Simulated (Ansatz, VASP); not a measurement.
## P in VASP and in Ansatz

Contents of POSCAR:

```
P
1.0
    4.5107654724      0.0000000000      0.0000000000
    0.0000000000      4.5107654724      0.0000000000
    0.0000000000      0.0000000000      3.9284543215
P
1
Direct
    0.0000000000      0.0000000000      0.0000000000
```

Contents of INCAR.step1:

```
SYSTEM = P
ALGO = Normal ; EDIFF = 1E-4
ENCUT = 520 ; GGA = PE
ISMEAR = 0 ; LASPH = .True.
LCHARG = .False. ; LREAL = .False.
LWAVE = .True. ; NBANDS = 8
NELM = 100 ; PREC = Accurate
SIGMA = 0.15
```

The input INCAR.step2:

```
SYSTEM = P
ALGO = Normal ; EDIFF = 1E-7
ENCUT = 520 ; ISIF = 2
ISMEAR = 0 ; ISTART = 1
LASPH = .True. ; LCHARG = .True.
LELF = .True. ; LMIXTAU = .True.
LREAL = .False. ; LVHAR = .True.
LWAVE = .False. ; METAGGA = R2SCAN
NBANDS = 8 ; NELM = 100
PREC = Accurate ; SIGMA = 0.15
```

Contents of KPOINTS:

```
k-points
0
Gamma
  12 12 12
  0 0 0
```

Input for Ansatz:

```yaml
crystal:
  lattice:
    - [4.5107654724, 0.0, 0.0]
    - [0.0, 4.5107654724, 0.0]
    - [0.0, 0.0, 3.9284543215]
  atoms:
    - { symbol: P, position: [0.0, 0.0, 0.0] }
basis:
  ecutwfc: 500
kpoints:
  mp_grid: { grid: [12, 12, 12] }
hamiltonian:
  xc: r2scan
scf:
  occupations: { method: gaussian, width: 0.15 }
output:
  forces: true
  stress: true
  eigenvalues: true
```

Alike in both runs: task single point; functional r2SCAN; k mesh 12 × 12 × 12; occupations gaussian, width 0.15 eV; no spin polarisation.

```csv
,VASP,Ansatz
version,VASP 6.6.1,Ansatz 0.2.0
potentials or method,"VASP PAW PBE potentials, release 64 (P), cutoff 520 eV","scalar-relativistic, plane waves, PAW"
valence electrons in the cell,5,5
```

```tsv
	VASP	Ansatz	Ansatz less VASP
gap on the k mesh at the Fermi level (eV)	none	none	-
pressure (GPa)	-4.0	-4.0	+0.01
traceless stress, the component that is largest in VASP (GPa)	-1.63	-1.63	-0.001
```

VASP's potentials were made for PBE, not for r2SCAN. A gap of «none» marks a metal or a gap that the smearing closes. With one functional, cell and mesh, what is left measures potentials, basis and numerics.
